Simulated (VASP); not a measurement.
Set up this calculation in VASP 6.6.1, as the native input.

| Property | Result |
| --- | --- |
| Task | relaxation of cell and atoms |
| Functional | PBE |
| Potentials or basis | VASP PAW PBE potentials, release 64 (B, N) |
| Cutoff | 600 eV |
| k mesh | 6 × 6 × 4 |
| Occupations | gaussian, width 0.1 eV |
| Spin | no spin polarisation |
| Dipole correction | no |
| Further INCAR settings | ALGO = Normal; EDIFF = 1e-07; IBRION = 2; EDIFFG = -0.04; NSW = 90; ISIF = 3 |

The structure of BN lies in POSCAR:

```
BN
1.0
    2.4822592900      0.0000000000      0.0000000000
   -1.2411296500      2.1496996100      0.0000000000
    0.0000000000      0.0000000000      6.8736263400
B N
2 2
Direct
    0.0000000000      0.0000000000      0.8815373700
    0.3333333300      0.6666666700      0.4539678800
    0.3333333300      0.6666666700      0.0418162800
    0.6666666700      0.3333333300      0.6226784600
```

These files were run (other wordings do the same):

INCAR

```
PREC = Accurate ; ENCUT = 600
EDIFF = 1E-7 ; ISMEAR = 0
SIGMA = 0.1 ; LREAL = False
LASPH = True ; NELM = 60
ALGO = Normal ; ISIF = 3
LWAVE = False ; LCHARG = False
GGA = PE ; IBRION = 2
NSW = 90 ; EDIFFG = -0.04
```

KPOINTS

```
regular mesh
0
Gamma
  6 6 4
```

Potentials or basis: VASP PAW PBE potentials, release 64 (B, N).

Command:

```console
$ cat potpaw_PBE.64/B/POTCAR potpaw_PBE.64/N/POTCAR > POTCAR
$ mpirun -np 1 vasp_std > vasp.out
```

It gave:

The relaxed volume is 10.30 Å³/atom. The relaxed cell is a = 2.513 Å, b = 2.513 Å, c = 7.534 Å, α = 90.00°, β = 90.00°, γ = 120.00° and the space group after relaxing (to 0.1 Å) is P-6m2 (No. 187). The energy gained by relaxing is 3203.5 meV/atom, the ionic steps are 30 and the pressure after relaxing is -0.1 GPa. The largest force after relaxing is 0.037 eV/Å and the band gap on the k mesh is 4.48 eV (least direct gap 4.59 eV).

Caveat: the k points lie up to 0.48 Å⁻¹ apart in the final cell; this functional lacks dispersion, which binds the layers, so the pressure and a relaxed spacing across them are unreliable.

Run time: 6 min on 1 thread of Intel Xeon 8259CL, on a shared host, peak memory 0.16 GiB.
